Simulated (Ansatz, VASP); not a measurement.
# Two plane-wave programs on Al2Cu

```
Al Cu
1.0
     4.10518    0.00000    0.00000
     0.00000    4.10518    0.00000
     0.00000    0.00000    2.89131
Al Cu
2 1
Direct
  0.50000 0.00000 0.50000
  0.00000 0.50000 0.50000
  0.00000 0.00000 0.00000
```

Alike in both runs: task relaxation of cell and atoms; functional LDA; k mesh 10 × 10 × 14; occupations gaussian, width 0.1 eV; no spin polarisation.

|  | VASP | Ansatz |
| --- | --- | --- |
| version | VASP 6.6.1 | Ansatz 0.2.0 |
| potentials or method | VASP PAW LDA potentials, release 64 (Al, Cu), cutoff 600 eV | scalar-relativistic, plane waves, PAW |
| valence electrons in the cell | 17 | 25 |

|  | VASP | Ansatz | Ansatz less VASP |
| --- | --- | --- | --- |
| gap on the k mesh at the Fermi level, each at its own relaxed structure (eV) | none | none | - |
| relaxed volume (Å³/atom) | 15.42 | 15.37 | -0.050 |
| relaxed cell length with the largest relative difference (Å) | 2.827 | 2.822 | -0.0051 |

LDA's correlation is that of Perdew and Zunger in VASP and of Perdew and Wang (1992) in Ansatz. A gap of «none» marks a metal or a gap that the smearing closes. VASP's potentials hold 17 valence electrons a cell and Ansatz's 25, so a difference there can come from the potentials and not from the codes.
